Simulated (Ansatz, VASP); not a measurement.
SnSe in VASP and in Ansatz

The input INCAR:

```
SYSTEM = SnSe
PREC     = Accurate       ! precision mode
ENCUT    = 520            ! plane-wave cutoff, eV
EDIFF    = 1E-6           ! SCF threshold, eV
ISMEAR   = -1             ! smearing method
SIGMA    = 0.05           ! smearing width, eV
LREAL    = .FALSE.        ! projectors in reciprocal space
LASPH    = .TRUE.         ! aspherical terms in the spheres
NELM     = 80             ! most SCF steps
ALGO     = Normal         ! electronic algorithm
ISIF     = 2              ! what is computed and relaxed
LWAVE    = .FALSE.        ! write WAVECAR
LCHARG   = .FALSE.        ! write CHGCAR
GGA      = PS             ! functional
NBANDS   = 28             ! bands
```

Contents of KPOINTS:

```
regular mesh
0
G
  6 6 3
  0 0 0
```

The input POSCAR:

```
SnSe
1.0
    4.1978472110      0.0000000000      0.0000000000
    0.0000000000      4.1978472110      0.0000000000
    0.0000000000      0.0000000000     10.7663293357
Sn Se
2 2
Direct
    0.0000000000      0.5000000000      0.6277708900
    0.5000000000      0.0000000000      0.3722291100
    0.0000000000      0.5000000000      0.3839605100
    0.5000000000      0.0000000000      0.6160394900
```

Contents of input.yaml:

```yaml
crystal:
  lattice:
    - [4.197847211, 0.0, 0.0]
    - [0.0, 4.197847211, 0.0]
    - [0.0, 0.0, 10.7663293357]
  atoms:
    - { symbol: Sn, position: [0.0, 0.5, 0.62777089] }
    - { symbol: Sn, position: [0.5, 0.0, 0.37222911] }
    - { symbol: Se, position: [0.0, 0.5, 0.38396051] }
    - { symbol: Se, position: [0.5, 0.0, 0.61603949] }
kpoints:
  mp_grid: { grid: [6, 6, 3] }
scf:
  occupations: { method: fermi_dirac, width: 0.05 }
hamiltonian:
  xc: pbesol
  pseudopotentials: { kind: all_electron, lapw: { basis_error: 0.002 } }
output:
  forces: true
  stress: true
  eigenvalues: true
```

Change from the starting cell: volume scaled by 0.94.

Alike in both runs: task single point; functional PBEsol; k mesh 6 × 6 × 3; occupations fermi-dirac, width 0.05 eV; no spin polarisation.

|  | VASP | Ansatz |
| --- | --- | --- |
| version | VASP 6.6.1 | Ansatz 0.2.0 |
| potentials or method | VASP PAW PBE potentials, release 64 (Sn_d, Se), cutoff 520 eV | all-electron LAPW, scalar-relativistic |

```tsv
	VASP	Ansatz	Ansatz less VASP
gap on the k mesh at the Fermi level (eV)	1.39	1.40	+0.009
least direct gap on the mesh (eV)	1.39	1.40	+0.009
rms of the force components (eV/Å)	0.240	0.228	-0.0119
```

VASP's potentials were made for PBE, not for PBEsol. Atom by atom the forces differ by 0.012 eV/Å (rms over components). Ansatz ran all-electron here, and VASP with PAW potentials.
